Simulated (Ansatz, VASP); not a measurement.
## One calculation of Al, two programs

```
Al
1.0
     0.00000    2.02081    2.02081
     2.02081    0.00000    2.02081
     2.02081    2.02081    0.00000
Al
1
Direct
  0.00000 0.00000 0.00000
```

Alike in both runs: functional PBE; k mesh 18 × 18 × 18; occupations gaussian, width 0.1 eV; no spin polarisation.

Ansatz relaxed the structure, and its values are those at the end. VASP's run is a single point on that final structure, the one shown.

|  | VASP | Ansatz |
| --- | --- | --- |
| version | VASP 6.6.1 | Ansatz 0.2.0 |
| potentials or method | VASP PAW PBE potentials, release 64 (Al), cutoff 500 eV | scalar-relativistic, plane waves, PAW |
| valence electrons in the cell | 3 | 3 |

```csv
,VASP,Ansatz,Ansatz less VASP
gap on the k mesh at the Fermi level (eV),none,none,-
pressure (GPa),-0.1,0.0,+0.04
```

A gap of «none» marks a metal or a gap that the smearing closes.
